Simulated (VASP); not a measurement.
Runs of VASP 6.6.1 on TiO2. The structure is that of space group I4/mmm (No. 139), or close to it. The cells are those of the table. 

```tsv
level	cell	k mesh	cutoff (eV)	smearing	gap on the mesh (eV)	pressure (GPa)	largest force (eV/Å)
PBEsol+D4	a = 6.389 Å, angles 94.9, 94.9, 145.9°, 12 atoms	8 × 8 × 8	520	fermi-dirac 0.05 eV	1.59	0.7	0.08
PBEsol	a = 6.436 Å, angles 94.9, 94.9, 145.9°, 12 atoms	8 × 8 × 8	520	fermi-dirac 0.05 eV	1.56	(b)	(a)
PBEsol	a = 6.408 Å, angles 94.9, 94.9, 145.9°, 12 atoms	8 × 8 × 8	520	fermi-dirac 0.05 eV	1.58	0.7	0.08
PBE	a = 6.458 Å, angles 95.3, 95.3, 144.6°, 12 atoms	6 × 6 × 6	520	fermi-dirac 0.05 eV	1.62	-3.0	0.68
PBE	a = 6.436 Å, angles 94.9, 94.9, 145.9°, 12 atoms	8 × 8 × 8	600	gaussian 0.011 eV	1.62	3.6	0.11
PBE	a = 6.425 Å, angles 94.8, 94.8, 146.5°, 12 atoms	6 × 6 × 6	520	fermi-dirac 0.05 eV	1.62	(c)	0.60
```

Alike in all rows: task single point; potentials or basis VASP PAW PBE potentials, release 64 (Ti_sv, O); no spin polarisation.

Q: Estimate the missing entries.

A: (a) 0.07; (b) -1.9; (c) 8.2.

Caveats: the PAW data sets were made with another functional, which shifts forces and pressure a little (some runs).

A k mesh can miss the band edges.
